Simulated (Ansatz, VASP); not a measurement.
Two plane-wave programs on Sc2H

```
Sc H
1.0
     6.13526    0.00000    0.00000
     0.00000    3.15503    0.00000
     0.00000    0.00000    5.33284
Sc H
4 2
Direct
  0.75000 0.27530 0.25000
  0.75000 0.72470 0.75000
  0.25000 0.27530 0.25000
  0.25000 0.72470 0.75000
  0.00000 0.50000 0.00000
  0.50000 0.50000 0.50000
```

Alike in both runs: functional PBE; k mesh 4 × 6 × 4; occupations gaussian, width 0.1 eV; no spin polarisation.

Ansatz relaxed the structure, and its values are those at the end. VASP's run is a single point on that final structure, the one shown.

```csv
,VASP,Ansatz
version,VASP 6.6.1,Ansatz 0.2.0
potentials or method,"VASP PAW PBE potentials, release 64 (Sc_sv, H), cutoff 520 eV","scalar-relativistic, plane waves, PAW"
valence electrons in the cell,46,46
```

|  | VASP | Ansatz | Ansatz less VASP |
| --- | --- | --- | --- |
| gap on the k mesh at the Fermi level (eV) | none | none | - |
| pressure (GPa) | 0.2 | 0.1 | -0.04 |

A gap of «none» marks a metal or a gap that the smearing closes. With one functional, cell and mesh, what is left measures potentials, basis and numerics.
